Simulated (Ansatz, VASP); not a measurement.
One calculation of ZnCd3O4, two programs

```
CELL_PARAMETERS angstrom
3.32530 0.00000 0.00000
0.00000 3.32530 0.00000
0.00000 0.00000 9.26878
ATOMIC_POSITIONS crystal
Zn 0.00000 0.00000 0.00000
Cd 0.50000 0.50000 0.24153
Cd 0.00000 0.00000 0.50000
Cd 0.50000 0.50000 0.75847
O 0.00000 0.00000 0.23188
O 0.50000 0.50000 0.50000
O 0.00000 0.00000 0.76812
O 0.50000 0.50000 0.00000
```

Alike in both runs: functional PBE; k mesh 12 × 12 × 4; occupations gaussian, width 0.1 eV; no spin polarisation.

Ansatz relaxed the structure, and its values are those at the end. VASP's run is a single point on that final structure, the one shown.

```csv
,VASP,Ansatz
version,VASP 6.6.1,Ansatz 0.2.0
potentials or method,"VASP PAW PBE potentials, release 64 (Zn, Cd, O), cutoff 520 eV","scalar-relativistic, plane waves, PAW"
valence electrons in the cell,72,96
```

```csv
,VASP,Ansatz,Ansatz less VASP
gap on the k mesh at the Fermi level (eV),none,none,-
pressure (GPa),1.2,0.0,-1.22
rms of the force components (eV/Å),0.015,0.002,-0.0134
```

A gap of «none» marks a metal or a gap that the smearing closes. The functional is the same, so the differences come from potentials, cutoffs and numerics. VASP's potentials hold 72 valence electrons a cell and Ansatz's 96, so a difference there can come from the potentials and not from the codes.
